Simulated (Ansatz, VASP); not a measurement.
Two plane-wave programs on Sr

```
CELL_PARAMETERS angstrom
-3.70636 3.70636 2.02088
3.70636 -3.70636 2.02088
3.70636 3.70636 -2.02088
ATOMIC_POSITIONS crystal
Sr 0.75000 0.25000 0.50000
Sr 0.00000 0.00000 0.00000
```

Alike in both runs: task single point; functional LDA; k mesh 4 × 4 × 4; occupations gaussian, width 0.1 eV; no spin polarisation.

```csv
,VASP,Ansatz
version,VASP 6.6.1,Ansatz 0.2.0
potentials or method,"VASP PAW LDA potentials, release 64 (Sr_sv), cutoff 520 eV","scalar-relativistic, plane waves, PAW"
valence electrons in the cell,20,20
```

|  | VASP | Ansatz | Ansatz less VASP |
| --- | --- | --- | --- |
| gap on the k mesh at the Fermi level (eV) | none | none | - |
| pressure (GPa) | -0.8 | -0.7 | +0.04 |
| traceless stress, the component that is largest in VASP (GPa) | -0.44 | -0.44 | -0.001 |

LDA's correlation is that of Perdew and Zunger in VASP and of Perdew and Wang (1992) in Ansatz. A gap of «none» marks a metal or a gap that the smearing closes.

The k mesh is coarse, so the values compare programs but aren't converged.
